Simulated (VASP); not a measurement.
# Mg7CoO8 (a cell with a defect) in VASP: notebook, part 2 of 2

VASP 6.6.1. The steps go on from the part before.

### 3 Single point, LDA+U, collinear spin

File INCAR:

```
SYSTEM = Mg7CoO8
PREC = Accurate
ENCUT = 520
EDIFF = 1E-6
ISMEAR = 0
SIGMA = 0.01
LREAL = Auto
LASPH = .TRUE.
NELM = 150
ALGO = Normal
ISIF = 2
LWAVE = .FALSE.
LCHARG = .FALSE.
ISPIN = 2
MAGMOM = 0 0 0 0 0.01 0 0 2.78 0.04 0.06 0 0.06 0.07 0 0.06 0.04
LORBIT = 11
LMAXMIX = 4
LDAU = .TRUE.
LDAUTYPE = 2
LDAUL = -1 2 -1
LDAUU = 0 3.2 0
LDAUJ = 0 0 0
LDAUPRINT = 1
NBANDS = 54
ISYM = 0
```

File KPOINTS:

```
regular mesh
0
G
  2 2 2
  0 0 0
```

File POSCAR:

```
Mg7CoO8
1.0
    0.0000000000      4.3481000000      4.3481000000
    4.3481000000      0.0000000000      4.3481000000
    4.3481000000      4.3481000000      0.0000000000
Mg Co O
7 1 8
Direct
    0.9878010300      0.0057530400      0.9997875400
    0.0118038800      0.9804527600      0.5056642300
    0.9940867800      0.4995929100      0.5018981300
    0.4854816700      0.0118115900      0.0032462600
    0.5000057000      0.0016869000      0.4901239900
    0.4926855500      0.5014766500      0.9922720000
    0.5042112800      0.4837419100      0.5051861700
    0.9925552600      0.4956245300      0.0071453000
    0.2465326700      0.2464134700      0.2544617500
    0.2505876800      0.2420425700      0.7473136800
    0.2398825400      0.7674873200      0.2447471300
    0.2519085200      0.7454308000      0.7508721200
    0.7450322800      0.2540688200      0.2419650800
    0.7568658400      0.2451120500      0.7499844900
    0.7513899700      0.7565027500      0.2479999100
    0.7497856600      0.7444421100      0.7378618100
```

Potentials or basis: VASP PAW LDA potentials, release 64 (Mg, Co, O).

Run with:

```bash
$ cat potpaw_LDA.64/Mg/POTCAR potpaw_LDA.64/Co/POTCAR potpaw_LDA.64/O/POTCAR > POTCAR
$ mpirun -np 1 vasp_std > vasp.out
```

OUTCAR:

```text
SYSTEM = Mg7CoO8
   PREC = Accurate
   ENCUT = 520
   EDIFF = 1E-6
   ISMEAR = 0
   LREAL = Auto
   LASPH = .TRUE.
   NELM = 150
   ISIF = 2
   ISPIN = 2
   LORBIT = 11
   ISYM = 0

 ion  position               nearest neighbor table
   1  0.988  0.006  1.000-  14 2.09  15 2.11  13 2.13  11 2.16  10 2.17  12 2.22   5 3.01   2 3.05
                             6 3.05   3 3.05   8 3.05   4 3.06   4 3.09   8 3.10   3 3.10   6 3.10
   2  0.012  0.980  0.506-  11 2.07  12 2.11  16 2.17   9 2.18  14 2.21  13 2.31   4 3.01   5 3.02
                             3 3.02   8 3.03   7 3.04   1 3.05   7 3.11   1 3.11   8 3.12   3 3.13
   3  0.994  0.500  0.502-  16 2.09  14 2.14  15 2.16   9 2.18  10 2.18  11 2.23   2 3.02   1 3.05
                             6 3.05   7 3.05   8 3.06   5 3.06   5 3.09   8 3.09   7 3.10   1 3.10
   4  0.485  0.012  0.003-   9 2.11  11 2.13  10 2.14  14 2.20  15 2.22  16 2.32   7 2.98   6 3.00
                             8 3.00   2 3.01   5 3.01   1 3.06   1 3.09   5 3.14   8 3.15   6 3.15
   5  0.500  0.002  0.490-  15 2.12   9 2.13  13 2.16  16 2.16  10 2.16  12 2.19   1 3.01   4 3.01
[... 1060 lines left out ...]
 -----------------------------------------------------------------------------------
    total drift:                               -0.005720      0.008681     -0.006185

  FREE ENERGIE OF THE ION-ELECTRON SYSTEM (eV)
  ---------------------------------------------------
  free  energy   TOTEN  =      -106.0260862983 eV

  energy  without entropy=     -106.0260862983  energy(sigma->0) =     -106.02608630

 total charge

# of ion       s       p       d       tot
------------------------------------------
    1        0.144   0.167   0.069   0.379
    2        0.143   0.161   0.065   0.369
    3        0.142   0.162   0.066   0.369
    4        0.141   0.158   0.063   0.362
    5        0.143   0.163   0.067   0.373
    6        0.141   0.158   0.063   0.363
[... 8 lines left out ...]
   15        1.530   3.471   0.000   5.001
   16        1.531   3.465   0.000   4.995
--------------------------------------------------
tot         13.527  29.274   7.572  50.373

 magnetization (x)

# of ion       s       p       d       tot
------------------------------------------
    1       -0.000  -0.000  -0.000  -0.000
    2       -0.000  -0.000  -0.000  -0.001
    3       -0.000  -0.000  -0.000  -0.001
    4       -0.000  -0.000  -0.000  -0.001
    5        0.004   0.005   0.002   0.011
    6       -0.000  -0.000  -0.000  -0.001
[... 8 lines left out ...]
   15        0.004   0.042   0.000   0.045
   16        0.003   0.041   0.000   0.044
--------------------------------------------------
tot          0.034   0.255   2.640   2.929
```

stdout:

```text
POSCAR found type information on POSCAR MgCoO
 POSCAR found :  3 types and      16 ions
 scaLAPACK will be used
 LDA part: xc-table for (Slater(with rela. corr.)+CA(PZ))
 , standard interpolation
 POSCAR, INCAR and KPOINTS ok, starting setup
 FFT: planning ... GRIDC
 FFT: planning ... GRID_SOFT
 FFT: planning ... GRID
 WAVECAR not read
 entering main loop
```

It took 7.3 min on 1 thread of Intel Xeon 6975P-C (Granite Rapids), shared host; peak memory 0.34 GiB.

Results:

```yaml
Free_energy: -106.0261 eV
Pressure: -19.0 GPa
Largest_force: 0.684 eV/Å
Band_gap_on_the_k_mesh: 2.17 eV
Net_moment: 3.00 μB per cell
Site_moments: Mg -0.00, +0.01; Co +2.66; O +0.04, -0.00, +0.05 μB
Valence_electrons_inside_the_program's_atomic_spheres: Mg 0.38, 0.37, 0.36, 0.35; Co 7.76; O 5.01, 5.00, 5.02
```

Forces on the atoms (eV/Å):
```
Mg  -0.169  0.423  0.200
Mg   0.200 -0.349 -0.124
Mg  -0.034  0.012  0.189
Mg  -0.599  0.139 -0.298
Mg   0.168  0.393 -0.133
Mg   0.388  0.196  0.373
Mg   0.058 -0.375  0.262
Co  -0.045 -0.275  0.088
O   -0.020 -0.075  0.203
O    0.166 -0.015  0.384
O   -0.443  0.449 -0.245
O   -0.212 -0.109 -0.179
O    0.324  0.059 -0.058
O   -0.009 -0.508 -0.376
O   -0.202 -0.216 -0.408
O    0.431  0.252  0.122
```

Levels at points of the mesh, in eV from the valence-band top:
Spin up:
| k point | band 33 | band 34 | band 35 | band 36 | band 37 | band 38 | band 39 | band 40 | band 41 | band 42 |
| --- | --- | --- | --- | --- | --- | --- | --- | --- | --- | --- |
| (0.00, 0.00, 0.00) | -0.77 | -0.76 | -0.73 | -0.08 | -0.04 | 2.90 | 6.33 | 6.36 | 6.40 | 6.43 |
| (0.50, 0.00, 0.00) | -1.11 | -1.05 | -1.01 | -0.28 | -0.25 | 5.25 | 5.34 | 7.71 | 7.88 | 8.05 |
| (0.00, 0.50, 0.00) | -1.11 | -1.08 | -0.98 | -0.29 | -0.24 | 5.19 | 5.39 | 7.77 | 7.82 | 8.01 |
| (0.00, 0.00, 0.50) | -1.15 | -1.05 | -0.97 | -0.33 | -0.22 | 5.23 | 5.36 | 7.75 | 7.78 | 8.08 |
| (0.50, 0.50, 0.50) | -1.18 | -1.04 | -0.99 | -0.32 | -0.26 | 5.19 | 5.43 | 7.82 | 7.89 | 7.98 |
| (0.50, 0.50, 0.00) | -1.28 | -1.22 | -1.14 | -1.04 | -0.08 | 6.04 | 6.23 | 7.57 | 7.62 | 7.72 |
| (0.00, 0.50, 0.50) | -1.29 | -1.27 | -1.13 | -1.04 | -0.05 | 6.03 | 6.21 | 7.53 | 7.63 | 7.77 |
| (0.50, 0.00, 0.50) | -1.30 | -1.28 | -1.14 | -1.01 | -0.05 | 6.02 | 6.24 | 7.47 | 7.66 | 7.79 |
Spin down:
```tsv
k point	band 32	band 33	band 34	band 35	band 36	band 37
(0.00, 0.00, 0.00)	-0.70	-0.24	-0.22	2.17	2.98	3.42
(0.50, 0.00, 0.00)	-0.97	-0.26	-0.05	2.29	3.27	3.30
(0.00, 0.50, 0.00)	-0.96	-0.21	-0.17	2.25	3.30	3.33
(0.00, 0.00, 0.50)	-0.98	-0.26	-0.06	2.30	3.26	3.29
(0.50, 0.50, 0.50)	-0.94	-0.26	-0.06	2.30	3.24	3.29
(0.50, 0.50, 0.00)	-1.17	-0.32	0.00	2.36	2.89	3.44
(0.00, 0.50, 0.50)	-1.19	-0.27	-0.01	2.33	2.93	3.43
(0.50, 0.00, 0.50)	-1.16	-0.25	-0.02	2.33	2.92	3.43
```

Eigenvalues of the final occupation matrices:
| site | spin | trace | eigenvalues |
| --- | --- | --- | --- |
| site 8 d | 1 | 4.89 | 0.96 0.96 0.96 1.00 1.00 |
| site 8 d | 2 | 2.25 | 0.04 0.15 0.16 0.95 0.95 |

Caveat: the k points lie up to 0.63 Å⁻¹ apart.

### 4 Single point, LDA+U, collinear spin, ferromagnetic start

File INCAR:

```
SYSTEM = Mg7CoO8
ALGO = Normal ; EDIFF = 1E-7
ENCUT = 520 ; GGA = CA
ISIF = 2 ; ISMEAR = 0
ISPIN = 2 ; ISYM = 0
LASPH = .TRUE. ; LCHARG = .FALSE.
LDAU = .TRUE. ; LDAUJ = 0 0 0
LDAUL = -1 2 -1 ; LDAUPRINT = 1
LDAUTYPE = 2 ; LDAUU = 0 3.2 0
LMAXMIX = 4 ; LORBIT = 11
LREAL = Auto ; LWAVE = .FALSE.
MAGMOM = 0 0 0 0 0 0 0 3 0 0 0 0 0 0 0 0 ; NBANDS = 54
NELM = 150 ; PREC = Accurate
SIGMA = 0.01
```

File KPOINTS:

```
k-points
0
G
  2 2 2
  0 0 0
```

POSCAR is that of step 3.

Potentials or basis: VASP PAW LDA potentials, release 64 (Mg, Co, O).

Run with:

```bash
$ cat potpaw_LDA.64/Mg/POTCAR potpaw_LDA.64/Co/POTCAR potpaw_LDA.64/O/POTCAR > POTCAR
$ mpirun -np 1 vasp_std > vasp.out
```

OUTCAR:

```text
SYSTEM = Mg7CoO8
   EDIFF = 1E-7
   ENCUT = 520
   GGA = CA
   ISIF = 2
   ISMEAR = 0
   ISPIN = 2
   ISYM = 0
   LASPH = .TRUE.
   LORBIT = 11
   LREAL = Auto
   NELM = 150
   PREC = Accurate

 ion  position               nearest neighbor table
   1  0.988  0.006  1.000-  14 2.09  15 2.11  13 2.13  11 2.16  10 2.17  12 2.22   5 3.01   2 3.05
                             6 3.05   3 3.05   8 3.05   4 3.06   4 3.09   8 3.10   3 3.10   6 3.10
   2  0.012  0.980  0.506-  11 2.07  12 2.11  16 2.17   9 2.18  14 2.21  13 2.31   4 3.01   5 3.02
                             3 3.02   8 3.03   7 3.04   1 3.05   7 3.11   1 3.11   8 3.12   3 3.13
[... 1052 lines left out ...]
      0.06547      2.12504      2.16228        -0.599472      0.139208     -0.298446
      2.13844      4.30518      2.18141         0.168466      0.393203     -0.133321
      6.49497      6.45674      4.32272         0.388014      0.195616      0.373256
[... 8 lines left out ...]
      4.36768      4.34545      6.55647        -0.202027     -0.215988     -0.408027
      6.44521      6.46844      6.49705         0.431037      0.251840      0.121628
 -----------------------------------------------------------------------------------
    total drift:                               -0.005746      0.008718     -0.006150

  FREE ENERGIE OF THE ION-ELECTRON SYSTEM (eV)
  ---------------------------------------------------
  free  energy   TOTEN  =      -106.0260879981 eV

  energy  without entropy=     -106.0260879981  energy(sigma->0) =     -106.02608800

 total charge

# of ion       s       p       d       tot
------------------------------------------
    1        0.144   0.167   0.069   0.379
    2        0.143   0.161   0.065   0.369
    3        0.142   0.162   0.066   0.369
    4        0.141   0.158   0.063   0.362
    5        0.143   0.163   0.067   0.373
    6        0.141   0.158   0.063   0.363
[... 8 lines left out ...]
   15        1.530   3.471   0.000   5.001
   16        1.531   3.465   0.000   4.995
--------------------------------------------------
tot         13.527  29.274   7.572  50.373

 magnetization (x)

# of ion       s       p       d       tot
------------------------------------------
    1       -0.000  -0.000  -0.000  -0.000
    2       -0.000  -0.000  -0.000  -0.001
    3       -0.000  -0.000  -0.000  -0.001
    4       -0.000  -0.000  -0.000  -0.001
    5        0.004   0.005   0.002   0.011
    6       -0.000  -0.000  -0.000  -0.001
[... 8 lines left out ...]
   15        0.004   0.042   0.000   0.045
   16        0.003   0.041   0.000   0.044
--------------------------------------------------
tot          0.034   0.255   2.640   2.929
```

OSZICAR:

```text
N       E                     dE             d eps       ncg     rms          rms(c)
DAV:   1     0.517168984173E+03    0.51717E+03   -0.32511E+04  1736   0.125E+03
DAV:   2    -0.553700297623E+02   -0.57254E+03   -0.53535E+03  1878   0.305E+02
DAV:   3    -0.118179890966E+03   -0.62810E+02   -0.61685E+02  2146   0.112E+02
[... 33 lines left out ...]
DAV:  37    -0.106026087323E+03   -0.17524E-05   -0.17874E-05  2068   0.135E-02    0.293E-03
DAV:  38    -0.106026087827E+03   -0.50386E-06   -0.73887E-06  1876   0.843E-03    0.138E-03
DAV:  39    -0.106026087976E+03   -0.14891E-06   -0.20279E-06  1468   0.507E-03    0.479E-04
DAV:  40    -0.106026087990E+03   -0.14412E-07   -0.13993E-06  1312   0.390E-03    0.293E-04
DAV:  41    -0.106026087998E+03   -0.78526E-08   -0.14205E-07  1180   0.142E-03
   1 F= -.10602609E+03 E0= -.10602609E+03  d E =-.148323E-30  mag=     3.0000
```

It took 7.7 min on 1 thread of Intel Xeon 6975P-C (Granite Rapids), shared host; peak memory 0.34 GiB.

What came out:

```yaml
Free_energy: -106.0261 eV
Pressure: -19.0 GPa
Largest_force: 0.684 eV/Å
Band_gap_on_the_k_mesh: 2.18 eV
Net_moment: 3.00 μB per cell
Site_moments: Mg -0.00, +0.01; Co +2.66; O +0.04, -0.00, +0.05 μB
Valence_electrons_inside_the_program's_atomic_spheres: Mg 0.38, 0.37, 0.36, 0.35; Co 7.76; O 5.01, 5.00, 5.02
```

Forces on the atoms (eV/Å):
```
Mg  -0.169  0.423  0.200
Mg   0.200 -0.349 -0.124
Mg  -0.034  0.012  0.189
Mg  -0.599  0.139 -0.298
Mg   0.168  0.393 -0.133
Mg   0.388  0.196  0.373
Mg   0.058 -0.375  0.262
Co  -0.045 -0.275  0.088
O   -0.020 -0.075  0.203
O    0.166 -0.015  0.384
O   -0.443  0.449 -0.245
O   -0.212 -0.109 -0.178
O    0.324  0.058 -0.058
O   -0.009 -0.508 -0.376
O   -0.202 -0.216 -0.408
O    0.431  0.252  0.122
```

Stress tensor (GPa, compression positive):
```
-18.69   0.22  -0.02
  0.22 -18.85   0.01
 -0.02   0.01 -19.35
```

Levels at points of the mesh, in eV from the valence-band top:
Spin up:
```tsv
k point	band 33	band 34	band 35	band 36	band 37	band 38	band 39	band 40	band 41	band 42
(0.00, 0.00, 0.00)	-0.77	-0.76	-0.73	-0.08	-0.04	2.90	6.33	6.36	6.40	6.43
(0.50, 0.00, 0.00)	-1.11	-1.05	-1.01	-0.28	-0.25	5.25	5.34	7.71	7.88	8.05
(0.00, 0.50, 0.00)	-1.11	-1.08	-0.98	-0.29	-0.24	5.19	5.39	7.77	7.82	8.01
(0.00, 0.00, 0.50)	-1.15	-1.05	-0.97	-0.33	-0.22	5.23	5.36	7.75	7.78	8.08
(0.50, 0.50, 0.50)	-1.18	-1.04	-0.99	-0.32	-0.26	5.19	5.44	7.83	7.89	7.98
(0.50, 0.50, 0.00)	-1.28	-1.22	-1.14	-1.04	-0.08	6.04	6.23	7.57	7.62	7.72
(0.00, 0.50, 0.50)	-1.29	-1.27	-1.13	-1.04	-0.05	6.03	6.21	7.53	7.63	7.77
(0.50, 0.00, 0.50)	-1.29	-1.28	-1.14	-1.01	-0.05	6.02	6.24	7.47	7.66	7.79
```
Spin down:
| k point | band 30 | band 31 | band 32 | band 33 | band 34 | band 35 | band 36 | band 37 | band 38 | band 39 |
| --- | --- | --- | --- | --- | --- | --- | --- | --- | --- | --- |
| (0.00, 0.00, 0.00) | -0.73 | -0.71 | -0.70 | -0.24 | -0.22 | 2.18 | 2.98 | 3.42 | 3.42 | 6.42 |
| (0.50, 0.00, 0.00) | -1.15 | -1.01 | -0.97 | -0.26 | -0.05 | 2.29 | 3.27 | 3.30 | 5.38 | 5.39 |
| (0.00, 0.50, 0.00) | -1.22 | -0.98 | -0.96 | -0.21 | -0.18 | 2.26 | 3.30 | 3.33 | 5.32 | 5.46 |
| (0.00, 0.00, 0.50) | -1.15 | -1.02 | -0.98 | -0.26 | -0.06 | 2.30 | 3.26 | 3.29 | 5.35 | 5.40 |
| (0.50, 0.50, 0.50) | -1.23 | -1.03 | -0.94 | -0.26 | -0.06 | 2.30 | 3.24 | 3.29 | 5.30 | 5.49 |
| (0.50, 0.50, 0.00) | -1.27 | -1.21 | -1.17 | -0.32 | 0.00 | 2.36 | 2.89 | 3.44 | 6.22 | 6.34 |
| (0.00, 0.50, 0.50) | -1.22 | -1.22 | -1.19 | -0.27 | -0.01 | 2.33 | 2.93 | 3.43 | 6.24 | 6.27 |
| (0.50, 0.00, 0.50) | -1.29 | -1.25 | -1.16 | -0.25 | -0.02 | 2.33 | 2.92 | 3.43 | 6.25 | 6.27 |

Eigenvalues of the final occupation matrices:
| site | spin | trace | eigenvalues |
| --- | --- | --- | --- |
| site 8 d | 1 | 4.89 | 0.96 0.96 0.96 1.00 1.00 |
| site 8 d | 2 | 2.25 | 0.04 0.15 0.16 0.95 0.95 |

Caveat: the k points lie up to 0.63 Å⁻¹ apart. The state reached can hang on the start; a lower one may exist.
